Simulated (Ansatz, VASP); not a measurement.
## GaN in VASP and in Ansatz

```
Ga N
1.0
     0.00000    2.27424    2.27424
     2.27424    0.00000    2.27424
     2.27424    2.27424    0.00000
Ga N
1 1
Direct
  0.00000 0.00000 0.00000
  0.25000 0.25000 0.25000
```

Alike in both runs: functional PBE; k mesh 10 × 10 × 10; occupations gaussian, width 0.02 eV; no spin polarisation.

Ansatz relaxed the structure, and its values are those at the end. VASP's run is a single point on that final structure, the one shown.

|  | VASP | Ansatz |
| --- | --- | --- |
| version | VASP 6.6.1 | Ansatz 0.2.0 |
| potentials or method | VASP PAW PBE potentials, release 64 (Ga_d, N), cutoff 520 eV | scalar-relativistic, plane waves, PAW |
| valence electrons in the cell | 18 | 18 |

Ansatz gave:

```
gap on the k mesh at the Fermi level (eV) : 1.54
least direct gap on the mesh (eV)         : 1.54
pressure (GPa)                            : 0.0
```

Problem. Estimate VASP's values.

Solution. gap on the k mesh at the Fermi level (eV): 1.55; least direct gap on the mesh (eV): 1.55; pressure (GPa): 0.1.
